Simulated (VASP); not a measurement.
# ZnS (F-43m) in VASP: notebook, part 2 of 2

VASP 6.6.1. Earlier steps stand in the parts before.

### Step 4. Vibrations by perturbation theory, PBEsol

This run uses another cell than the first one, of 17.83 Å³/atom, 1.066 times its volume.

Input file INCAR:

```
  PREC = Accurate
  ENCUT = 500
  EDIFF = 1E-8
  ISMEAR = 0
  SIGMA = 0.01
  LREAL = F
  LASPH = T
  NELM = 120
  ALGO = Normal
  ISIF = 2
  LWAVE = F
  LCHARG = F
  GGA = PS
  NBANDS = 16
  IBRION = 8
  NSW = 1
  GGA_COMPAT = F
```

Input file KPOINTS:

```
regular mesh
0
Gamma
  8 8 8
```

Input file POSCAR:

```
ZnS
1.0
    2.6122374996      2.6122374996      0.0000000000
   -2.6122374996      2.6122374996      0.0000000000
    0.0000000000      2.6122374996      2.6122374996
Zn S
1 1
Direct
    0.7500000000      0.2500000000      0.5000000000
    0.0000000000      0.0000000000      0.0000000000
```

Potentials or basis: VASP PAW PBE potentials, release 64 (Zn, S).

Run with:

```console
> cat potpaw_PBE.64/Zn/POTCAR potpaw_PBE.64/S/POTCAR > POTCAR
> mpirun -np 1 vasp_std > vasp.out
```

OUTCAR:

```text
PREC = Accurate
   ENCUT = 500
   EDIFF = 1E-8
   ISMEAR = 0
   LREAL = F
   LASPH = T
   NELM = 120
   ISIF = 2
   GGA = PS
   IBRION = 8
   NSW = 1

 ion  position               nearest neighbor table
   1  0.750  0.250  0.500-   2 2.26   2 2.26   2 2.26   2 2.26
   2  0.000  0.000  0.000-   1 2.26   1 2.26   1 2.26   1 2.26

  LATTYP: Found a face centered cubic cell.
 ALAT       =     5.2244749992

  Lattice vectors:

 A1 = (   0.0000000000,   2.6122374996,   2.6122374996)
 A2 = (   2.6122374996,   0.0000000000,   2.6122374996)
 A3 = (   2.6122374996,   2.6122374996,   0.0000000000)

Analysis of symmetry for initial positions (statically):
=====================================================================
 Subroutine PRICEL returns:
 Original cell was already a primitive cell.

 Routine SETGRP: Setting up the symmetry group for a
 face centered cubic supercell.

 Subroutine GETGRP returns: Found 24 space group operations
[... 682 lines left out ...]

 INTERNAL STRAIN TENSOR  FOR ION    2  DIRECTION 1   (eV/Angst):
 -----------------------------------------------------------------------------
     0.04464 -0.00000  0.00000
     0.00000 -0.05193 -9.06851
    -0.00000 -9.06851 -0.05193

 INTERNAL STRAIN TENSOR FOR ION    2 for displacements in x,y,z  (eV/Angst):
          X           Y           Z          XY          YZ          ZX
  --------------------------------------------------------------------------------
  x     0.00000     0.00000     0.00000     0.00000    -9.06851     0.00000
  y     0.00000    -0.00000     0.00000     0.00000     0.00000    -9.06851
  z     0.00000     0.00000     0.00000    -9.06851     0.00000     0.00000

 SECOND DERIVATIVES (NOT SYMMETRIZED)
 ------------------------------------
               1X          1Y          1Z          2X          2Y          2Z
  1X    -7.896911    0.000000   -0.000000    7.896911   -0.000000    0.000000
  1Y    -0.000000   -7.896911    0.000000    0.000000    7.896911   -0.000000
  1Z    -0.000000    0.000000   -7.896911    0.000000   -0.000000    7.896911
  2X     7.960954    0.000000    0.000000   -7.960954    0.000000    0.000000
  2Y     0.000000    7.960954    0.000000    0.000000   -7.960954    0.000000
  2Z     0.000000    0.000000    7.960954    0.000000    0.000000   -7.960954

 Eigenvectors and eigenvalues of the dynamical matrix
 ----------------------------------------------------

   1 f  =    9.496963 THz    59.671180 2PiTHz  316.784593 cm-1    39.276266 meV
             X         Y         Z           dx          dy          dz
      1.306119  3.918356  1.306119    -0.000000    0.000000   -0.572059
      0.000000  0.000000  0.000000     0.000000    0.000000    0.820213
[... 21 lines left out ...]
   6 f/i=    0.017996 THz     0.113075 2PiTHz    0.600295 cm-1     0.074427 meV
             X         Y         Z           dx          dy          dz
      1.306119  3.918356  1.306119     0.338780    0.746979   -0.000000
      0.000000  0.000000  0.000000     0.236282    0.520981    0.000000

--------------------------------------------------------------------------------------------------------

 ELASTIC MODULI CONTR FROM IONIC RELAXATION (kBar)
 Direction    XX          YY          ZZ          XY          YZ          ZX
 --------------------------------------------------------------------------------
 XX          -0.0000      0.0000     -0.0000     -0.0000      0.0000      0.0000
 YY           0.0000     -0.0000      0.0000      0.0000     -0.0000     -0.0000
 ZZ          -0.0000      0.0000     -0.0000      0.0000      0.0000      0.0000
 XY          -0.0000      0.0000      0.0000   -465.2483      0.0000      0.0000
 YZ           0.0000     -0.0000      0.0000      0.0000   -465.2483      0.0000
 ZX           0.0000     -0.0000      0.0000      0.0000      0.0000   -465.2483
 --------------------------------------------------------------------------------
```

stdout:

```text
POSCAR found type information on POSCAR ZnS
 POSCAR found :  2 types and       2 ions
 scaLAPACK will be used
 -----------------------------------------------------------------------------
|                                                                             |
|                                                                             |
|     You enforced a specific xc type in the INCAR file but a different       |
|     I HOPE YOU KNOW WHAT YOU ARE DOING!                                     |
|                                                                             |
 -----------------------------------------------------------------------------

 LDA part: xc-table for (Slater+PW92), standard interpolation
 POSCAR, INCAR and KPOINTS ok, starting setup
 FFT: planning ... GRIDC
 FFT: planning ... GRID_SOFT
 FFT: planning ... GRID
 WAVECAR not read
 entering main loop
 Linear response reoptimize wavefunctions to high precision
 Linear response DOF=           2
 Linear response progress:
 first order change of Fermi-energy   0.13436E-02
 force on displaced ion       1 direction 1 :  -7.897  -0.000   0.000
 Linear response progress:
 first order change of Fermi-energy  -0.21815E-02
 force on displaced ion       2 direction 1 :  -7.961  -0.000  -0.000
 Linear response finished
```

It took 2.2 min on 1 thread of Intel Xeon Platinum 8559C (Emerald Rapids), shared host; peak memory 0.26 GiB.

What came out:

```yaml
Highest_phonon_frequency_at_Γ_LO-TO_splitting_left_out: 317 cm⁻¹
```

Phonon frequencies in cm⁻¹ (negative: imaginary):
| q point | frequencies |
| --- | --- |
| (0.000, 0.000, 0.000) | -1 -1 -1 317 317 317 |

Caveat: the cell wasn't relaxed at this level first, which shifts response properties; the PAW data sets were made with another functional, which shifts forces and pressure a little.
